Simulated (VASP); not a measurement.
# SnS2 (Berndtite-2T) (P-3m1) in VASP: a series of runs

The runs below take SnS2 (Berndtite-2T) through single point, with PBEsol.

Program: VASP 6.6.1. These are calculated values, not measurements. Logs are shortened: lines on timing, memory, paths and dates and some standing lists are left out, and cuts for length are marked.

## Step 1: The cell of the first run

The structure is trigonal, space group P-3m1 (No. 164). The conventional cell has a = 3.639 Å, b = 3.639 Å, c = 5.868 Å, α = 90.00°, β = 90.00°, γ = 120.00°. Sn (site symmetry -3m) has 6 S at 2.56 Å within 3.4 Å. S (site symmetry 3m) has 3 Sn at 2.56 Å within 3.4 Å.

## Step 2: Single point, PBEsol

Contents of INCAR:

```
PREC     = Accurate       # precision mode
ENCUT    = 500            # plane-wave cutoff, eV
EDIFF    = 1E-6           # SCF threshold, eV
ISMEAR   = 0              # smearing method
SIGMA    = 0.01           # smearing width, eV
LREAL    = F              # projectors in reciprocal space
LASPH    = T              # aspherical terms in the spheres
NELM     = 120            # most SCF steps
ALGO     = Normal         # electronic algorithm
ISIF     = 2              # what is computed and relaxed
LWAVE    = F              # write WAVECAR
LCHARG   = F              # write CHGCAR
GGA      = PS             # functional
NBANDS   = 20             # bands
GGA_COMPAT= F
```

Contents of KPOINTS:

```
regular mesh
0
Gamma
  5 5 3
```

Contents of POSCAR:

```
SnS2
1.0
    3.6390000000      0.0000000000      0.0000000000
   -1.8195000000      3.1514664400      0.0000000000
    0.0000000000      0.0000000000      5.8680000000
Sn S
1 2
Direct
    0.0000000000      0.0000000000      0.0000000000
    0.3333333333      0.6666666667      0.2500000000
    0.6666666667      0.3333333333      0.7500000000
```

Potentials or basis: VASP PAW PBE potentials, release 64 (Sn_d, S).

Launch:

```sh
> cat potpaw_PBE.64/Sn_d/POTCAR potpaw_PBE.64/S/POTCAR > POTCAR
> mpirun -np 1 vasp_std > vasp.out
```

OUTCAR:

```text
PREC = Accurate
   ENCUT = 500
   EDIFF = 1E-6
   ISMEAR = 0
   LREAL = F
   LASPH = T
   NELM = 120
   ISIF = 2
   GGA = PS

 ion  position               nearest neighbor table
   1  0.000  0.000  0.000-   2 2.56   3 2.56   3 2.56   2 2.56   3 2.56   2 2.56
   2  0.333  0.667  0.250-   1 2.56   1 2.56   1 2.56
   3  0.667  0.333  0.750-   1 2.56   1 2.56   1 2.56

  LATTYP: Found a hexagonal cell.
 ALAT       =     3.6390000000
 C/A-ratio  =     1.6125309151

  Lattice vectors:

 A1 = (   3.6390000000,   0.0000000000,   0.0000000000)
 A2 = (  -1.8195000000,   3.1514664400,   0.0000000000)
 A3 = (   0.0000000000,   0.0000000000,   5.8680000000)

Analysis of symmetry for initial positions (statically):
=====================================================================
 Subroutine PRICEL returns:
 Original cell was already a primitive cell.

 Routine SETGRP: Setting up the symmetry group for a
 hexagonal supercell.

 Subroutine GETGRP returns: Found 12 space group operations
 (whereof 12 operations were pure point group operations)
 out of a pool of 24 trial point group operations.

The static configuration has the point symmetry D_3d.

Analysis of symmetry for dynamics (positions and initial velocities):
=====================================================================
 Subroutine PRICEL returns:
 Original cell was already a primitive cell.

 Routine SETGRP: Setting up the symmetry group for a
 hexagonal supercell.

 Subroutine GETGRP returns: Found 12 space group operations
 (whereof 12 operations were pure point group operations)
 out of a pool of 24 trial point group operations.

The dynamic configuration has the point symmetry D_3d.

 Subroutine INISYM returns: Found 12 space group operations
 (whereof 12 operations are pure point group operations),
 and found     1 'primitive' translations

----------------------------------------------------------------------------------------

                                     Primitive cell

  volume of cell :      67.2953

  direct lattice vectors                    reciprocal lattice vectors
     3.639000000  0.000000000  0.000000000     0.274800769  0.158656298  0.000000000
    -1.819500000  3.151466440  0.000000000     0.000000000  0.317312597  0.000000000
     0.000000000  0.000000000  5.868000000     0.000000000  0.000000000  0.170415815

  length of vectors
     3.639000000  3.638999996  5.868000000     0.317312597  0.317312597  0.170415815

  position of ions in fractional coordinates (direct lattice)
     0.000000000  0.000000000  0.000000000
     0.333333333  0.666666667  0.250000000
     0.666666667  0.333333333  0.750000000

  ion indices of the primitive-cell ions
   primitive index   ion index
                 1           1
                 2           2
                 3           3

----------------------------------------------------------------------------------------

 KPOINTS: regular mesh

Automatic generation of k-mesh.
 Grid dimensions read from file:
 generate k-points for:    5    5    3

 Generating k-lattice:

  Cartesian coordinates                     Fractional coordinates (reciprocal lattice)
     0.054960154  0.031731260  0.000000000     0.200000000  0.000000000  0.000000000
     0.000000000  0.063462519  0.000000000     0.000000000  0.200000000  0.000000000
     0.000000000  0.000000000  0.056805272     0.000000000  0.000000000  0.333333333

  Length of vectors
     0.063462519  0.063462519  0.056805272

  Shift w.r.t. Gamma in fractional coordinates (k-lattice)
     0.000000000  0.000000000  0.000000000

 Subroutine IBZKPT returns following result:
 ===========================================

 Found     12 irreducible k-points:

 Following reciprocal coordinates:
            Coordinates               Weight
  0.000000  0.000000  0.000000      1.000000
  0.200000 -0.000000  0.000000      6.000000
  0.400000 -0.000000  0.000000      6.000000
  0.200000  0.200000  0.000000      6.000000
  0.400000  0.200000  0.000000      6.000000
  0.000000  0.000000  0.333333      2.000000
  0.200000 -0.000000  0.333333      6.000000
  0.000000  0.200000  0.333333      6.000000
  0.400000 -0.000000  0.333333      6.000000
  0.000000  0.400000  0.333333      6.000000
  0.200000  0.200000  0.333333     12.000000
  0.400000  0.200000  0.333333     12.000000
   k-points           NKPTS =     12   k-points in BZ     NKDIM =     12   number of bands    NBANDS=     20
   number of dos      NEDOS =    301   number of ions     NIONS =      3
   total plane-waves  NPLWV =  37632
   dimension x,y,z NGX =    28 NGY =   28 NGZ =   48
   dimension x,y,z NGXF=    56 NGYF=   56 NGZF=   96
   ions per type =               1   2
   NGX,Y,Z   is equivalent  to a cutoff of  12.79, 12.79, 13.60 a.u.
   NGXF,Y,Z  is equivalent  to a cutoff of  25.58, 25.58, 27.20 a.u.
 SYSTEM =  unknown system
   PREC   = accura    normal or accurate (medium, high low for compatibility)
   ISTART =      0    job   : 0-new  1-cont  2-samecut
   ICHARG =      2    charge: 1-file 2-atom 10-const
   ISPIN  =      1    spin polarized calculation?
   LNONCOLLINEAR =      F non collinear calculations
   LSORBIT =      F    spin-orbit coupling
   LASPH  =      T    aspherical Exc in radial PAW
   ENCUT  =  500.0 eV  36.75 Ry    6.06 a.u.   6.63  6.63 10.70*2*pi/ulx,y,z
   NELM   =    120;   NELMIN=  2; NELMDL= -5     # of ELM steps
   EDIFF  = 0.1E-05   stopping-criterion for ELM
   LREAL  =      F    real-space projection
   EDIFFG = 0.1E-04   stopping-criterion for IOM
   NSW    =      0    number of steps for IOM
   IBRION =     -1    ionic relax: 0-MD 1-quasi-New 2-CG
   NFREE  =      0    steps in history (QN), initial steepest desc. (CG)
   ISIF   =      2    stress and relaxation
   ISYM   =      2    0-nonsym 1-usesym 2-fastsym
   POTIM  = 0.5000    time-step for ionic-motion
   TEBEG  =    0.0;   TEEND  =   0.0 temperature during run
   PSTRESS=    0.0 pullay stress
   NELECT =      26.0000    total number of electrons
   NUPDOWN=      -1.0000    fix difference up-down
   EMIN   =  10.00;   EMAX   =-10.00  energy-range for DOS
   EFERMI =   0.00;   METHOD = LEGACY
   ISMEAR =     0;   SIGMA  =   0.01  broadening in eV -4-tet -1-fermi 0-gaus
   EFERMI_NEDOS =   21; number of points for ismear=-14 and -15
   IALGO  =     38    algorithm
   IMIX   =      4    mixing-type and parameters
     AMIX     =   0.40;   BMIX     =  1.00
     AMIX_MAG =   1.60;   BMIX_MAG =  1.00
  volume/ion in A,a.u.               =      22.43       151.38
  Fermi-wavevector in a.u.,A,eV,Ry     =   1.192352  2.253218 19.343434  1.421702
  Thomas-Fermi vector in A             =   2.328392
   LORBIT       =      0    0 simple, 1 ext, 2 COOP (PROOUT), +10 PAW based schemes
   GGA     = PS    functional components
   LHFCALC =     F    Hartree Fock is set to
   AEXX    =    0.0000 exact exchange contribution
   IVDW    =     0    specifies the selected vdW correction
   LEPSILON=     F    determine dielectric tensor
   LRPA    =     F    only Hartree local field effects (RPA)
 non-spin polarized calculation
 Gauss-broadening in eV      SIGMA  =   0.01
  energy-cutoff  :      500.00
  volume of cell :       67.30
 maximum number of plane-waves:      1737
 NGX is ok and might be reduce to    28
   NGX = 13   NGY = 13   NGZ = 21

 number of electron      26.0000007 magnetization

 Free energy of the ion-electron system (eV)
  ---------------------------------------------------
  ext. energy  EPLUGINS =         0.00000000
  ---------------------------------------------------
  free energy    TOTEN  =       -14.24106417 eV

  energy without entropy =      -14.24106417  energy(sigma->0) =      -14.24106417

 E-fermi :   4.8654     XC(G=0):  -9.8566

 val. band max:        4.7366973651   @ k =   0.0000   0.0000   0.0000
 cond. band min:       6.1198225783   @ k =   0.0000   0.4000   0.3333
 fundamental gap:      1.3831252132
 Fermi energy:         4.8654432789

 k-point     1 :       0.0000    0.0000    0.0000
  band No.  band energies     occupation
      1     -16.1301      2.00000
      2     -16.1301      2.00000
      3     -16.0869      2.00000
      4     -16.0565      2.00000
      5     -16.0565      2.00000
      6      -9.1594      2.00000
[... 12 lines left out ...]
     19      14.2236      0.00000
     20      14.2236      0.00000

 k-point     2 :       0.2000   -0.0000    0.0000
  band No.  band energies     occupation
      1     -16.1568      2.00000
      2     -16.1100      2.00000
      3     -16.0759      2.00000
      4     -16.0629      2.00000
      5     -16.0520      2.00000
      6      -8.7086      2.00000
[... 12 lines left out ...]
     19      13.4082      0.00000
     20      14.6033      0.00000

 k-point     3 :       0.4000   -0.0000    0.0000
  band No.  band energies     occupation
      1     -16.2064      2.00000
      2     -16.0969      2.00000
      3     -16.0942      2.00000
      4     -16.0306      2.00000
      5     -16.0247      2.00000
      6      -7.5642      2.00000
[... 12 lines left out ...]
     19      14.6091      0.00000
     20      15.3800      0.00000

 k-point     4 :       0.2000    0.2000    0.0000
  band No.  band energies     occupation
      1     -16.1780      2.00000
      2     -16.1139      2.00000
      3     -16.0769      2.00000
      4     -16.0590      2.00000
      5     -16.0268      2.00000
      6      -7.8855      2.00000
[... 153 lines left out ...]
 k-point    11 :       0.2000    0.2000    0.3333
  band No.  band energies     occupation
      1     -16.1782      2.00000
      2     -16.1139      2.00000
      3     -16.0769      2.00000
      4     -16.0589      2.00000
      5     -16.0267      2.00000
      6      -7.7761      2.00000
[... 12 lines left out ...]
     19      13.0054      0.00000
     20      14.2374      0.00000

 k-point    12 :       0.4000    0.2000    0.3333
  band No.  band energies     occupation
      1     -16.1880      2.00000
      2     -16.1232      2.00000
      3     -16.0791      2.00000
      4     -16.0349      2.00000
      5     -16.0281      2.00000
      6      -6.8704      2.00000
[... 12 lines left out ...]
     19      14.1383      0.00000
     20      15.1264      0.00000

------------------------ aborting loop because EDIFF is reached ----------------------------------------

  FORCE on cell =-STRESS in cart. coord.  units (eV):
  Direction    XX          YY          ZZ          XY          YZ          ZX
  --------------------------------------------------------------------------------------
  -------------------------------------------------------------------------------------
  Total        0.5144088      0.5144088      0.4749836      0.0000000      0.0000000      0.0000000
  in kB       12.2471240     12.2471240     11.3084819      0.0000000      0.0000000      0.0000000
  external PRESSURE =      11.9342433 kB  Pullay stress =       0.0000000 kB

 VOLUME and BASIS-vectors are now :
 -----------------------------------------------------------------------------
  energy-cutoff  :      500.00
  volume of cell :       67.30
      direct lattice vectors                 reciprocal lattice vectors
     3.639000000  0.000000000  0.000000000     0.274800769  0.158656298  0.000000000
    -1.819500000  3.151466440  0.000000000     0.000000000  0.317312597  0.000000000
     0.000000000  0.000000000  5.868000000     0.000000000  0.000000000  0.170415815

 POSITION                                       TOTAL-FORCE (eV/Angst)
 -----------------------------------------------------------------------------------
      0.00000      0.00000      0.00000        -0.000000      0.000000      0.000000
     -0.00000      2.10098      1.46700         0.000000     -0.000000      0.069845
      1.81950      1.05049      4.40100         0.000000      0.000000     -0.069845
 -----------------------------------------------------------------------------------
    total drift:                               -0.000000     -0.000000     -0.000000

  FREE ENERGIE OF THE ION-ELECTRON SYSTEM (eV)
  ---------------------------------------------------
  free  energy   TOTEN  =       -14.2410641672 eV

  energy  without entropy=      -14.2410641672  energy(sigma->0) =      -14.24106417
```

Wall time 13 s (1 thread of Intel Xeon 6975P-C, shared host); peak memory 0.18 GiB.

Results:

| Property | Result |
| --- | --- |
| Free energy | -14.2411 eV |
| Pressure | 1.2 GPa |
| Largest force | 0.070 eV/Å |
| Band gap on the k mesh | 1.38 eV, indirect (least direct gap 1.90 eV) |

Forces on the atoms (eV/Å):
```
Sn   0.000  0.000  0.000
S    0.000  0.000  0.070
S    0.000  0.000 -0.070
```

Caveat: the PAW data sets were made with another functional, which shifts forces and pressure a little; spin-orbit coupling is left out, which moves the levels of the heavy elements; this functional lacks dispersion, which binds the layers, so the pressure and a relaxed spacing across them are unreliable. A k mesh can miss the band edges.

(Part 1 of 2 ends here.)
